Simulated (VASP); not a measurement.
Co:

```
Co
1.0
     0.00000    0.00000    4.06990
     2.50740    0.00000    0.00000
     0.00000    4.34294    0.00000
Co
4
Direct
  0.25000 0.00000 0.33333
  0.25000 0.50000 0.83333
  0.75000 0.50000 0.16667
  0.75000 0.00000 0.66667
```

Program: VASP 6.6.1. Alike in all runs: task single point; level PBE; potentials or basis VASP PAW PBE potentials, release 64 (Co); cell as given; k mesh 8 × 12 × 7; cutoff (eV) 520; smearing fermi-dirac 0.08 eV.

Task: Order these runs on this cell by their pressure, lowest first.
A. spin collinear, antiferromagnetic start
B. spin collinear, ferromagnetic start
C. spin off

Result: C (-14.9 GPa), A (-8.7 GPa), B (-4.5 GPa).

Caveats: the cell stands under tension.
